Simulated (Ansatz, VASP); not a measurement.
## One calculation of CaS3, two programs

```xyz
4
Lattice="4.6230 0.0000 0.0000 0.0000 4.6230 0.0000 0.0000 0.0000 3.5079" Properties=species:S:1:pos:R:3 pbc="T T T"
Ca    0.0000    0.0000    0.0000
S     2.3115    2.3115    0.0000
S     0.0000    2.3115    1.7540
S     2.3115    0.0000    1.7540
```

Change from the starting cell: species swapped into the Zr3Ag type (P4/mmm, No. 123).

Alike in both runs: functional PBE; k mesh 4 × 4 × 4; occupations gaussian, width 0.1 eV; no spin polarisation.

Ansatz relaxed the structure, and its values are those at the end. VASP's run is a single point on that final structure, the one shown.

|  | VASP | Ansatz |
| --- | --- | --- |
| version | VASP 6.6.1 | Ansatz 0.2.0 |
| potentials or method | VASP PAW PBE potentials, release 64 (Ca_sv, S), cutoff 520 eV | scalar-relativistic, plane waves, PAW |
| valence electrons in the cell | 28 | 28 |

|  | VASP | Ansatz | Ansatz less VASP |
| --- | --- | --- | --- |
| gap on the k mesh at the Fermi level (eV) | none | none | - |
| pressure (GPa) | 0.2 | 0.1 | -0.09 |

A gap of «none» marks a metal or a gap that the smearing closes.

The k mesh is coarse, so the values compare programs but aren't converged.
